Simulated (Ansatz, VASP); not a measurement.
# Bi2IBrO2: VASP beside Ansatz

INCAR

```
  ALGO = Normal
  EDIFF = 1E-7
  ENCUT = 520
  GGA = PS
  ISIF = 2
  ISMEAR = 0
  LASPH = T
  LCHARG = T
  LELF = T
  LREAL = F
  LVHAR = T
  LWAVE = F
  NBANDS = 68
  NELM = 80
  PREC = Accurate
  SIGMA = 0.02
```

File KPOINTS:

```
k-points
0
Gamma
  4 4 2
```

POSCAR

```
Bi2IBrO2
1.0
    3.9331741117     -3.9331741117      0.0000000000
    3.9288386619      3.9288386619      0.0000000000
    0.0000000000      0.0000000000      9.1780697140
Bi I Br O
4 2 2 4
Direct
    0.7500000000      0.2500000000      0.1362472650
    0.2500000000      0.7500000000      0.1347734522
    0.2500000000      0.2500000000      0.8637527350
    0.7500000000      0.7500000000      0.8652265478
    0.7500000000      0.2500000000      0.6624006908
    0.2500000000      0.2500000000      0.3375993092
    0.2500000000      0.7500000000      0.6962114562
    0.7500000000      0.7500000000      0.3037885438
    0.0000000000      0.0009666203      0.0000000000
    0.5000000000      0.4990333797      0.0000000000
    0.0000000000      0.4990333797      0.0000000000
    0.5000000000      0.0009666203      0.0000000000
```

Input for Ansatz:

```yaml
crystal:
  lattice:
    - [3.9331741117, -3.9331741117, 0.0]
    - [3.9288386619, 3.9288386619, 0.0]
    - [0.0, 0.0, 9.178069714]
  atoms:
    - { symbol: Bi, position: [0.75, 0.25, 0.136247265] }
    - { symbol: Bi, position: [0.25, 0.75, 0.1347734522] }
    - { symbol: Bi, position: [0.25, 0.25, 0.863752735] }
    - { symbol: Bi, position: [0.75, 0.75, 0.8652265478] }
    - { symbol: I, position: [0.75, 0.25, 0.6624006908] }
    - { symbol: Br, position: [0.25, 0.75, 0.6962114562] }
    - { symbol: I, position: [0.25, 0.25, 0.3375993092] }
    - { symbol: Br, position: [0.75, 0.75, 0.3037885438] }
    - { symbol: O, position: [0.0, 0.0009666203, 0.0] }
    - { symbol: O, position: [0.5, 0.4990333797, 0.0] }
    - { symbol: O, position: [0.0, 0.4990333797, 0.0] }
    - { symbol: O, position: [0.5, 0.0009666203, 0.0] }
basis:
  ecutwfc: 420
kpoints:
  mp_grid: { grid: [4, 4, 2] }
  band_path:
    path: [[0.0, 0.0, 0.0], [0.395833, -0.5, -0.5], [0.0, 0.0, 0.330729]]
    npoints: 1
hamiltonian:
  xc: pbesol
scf:
  occupations: { method: gaussian, width: 0.02 }
  n_extra_bands: 9
output:
  forces: true
  stress: true
  eigenvalues: true
```

Alike in both runs: task single point; functional PBEsol; k mesh 4 × 4 × 2; occupations gaussian, width 0.02 eV; no spin polarisation.

|  | VASP | Ansatz |
| --- | --- | --- |
| version | VASP 6.6.1 | Ansatz 0.2.0 |
| potentials or method | VASP PAW PBE potentials, release 64 (Bi_d, I, Br, O), cutoff 520 eV | scalar-relativistic, plane waves, PAW |
| valence electrons in the cell | 112 | 132 |

Ansatz gave:

- gap on the k mesh at the Fermi level (eV): 1.97
- least direct gap on the mesh (eV): 2.16
- pressure (GPa): 0.0
- rms of the force components (eV/Å): 0.001

Problem. Estimate VASP's values.

Solution. gap on the k mesh at the Fermi level (eV): 1.96; least direct gap on the mesh (eV): 2.15; pressure (GPa): 0.1; rms of the force components (eV/Å): 0.016.

VASP's potentials were made for PBE, not for PBEsol. VASP's potentials hold 112 valence electrons a cell and Ansatz's 132, so a difference there can come from the potentials and not from the codes.

Neither program's run includes spin-orbit coupling.
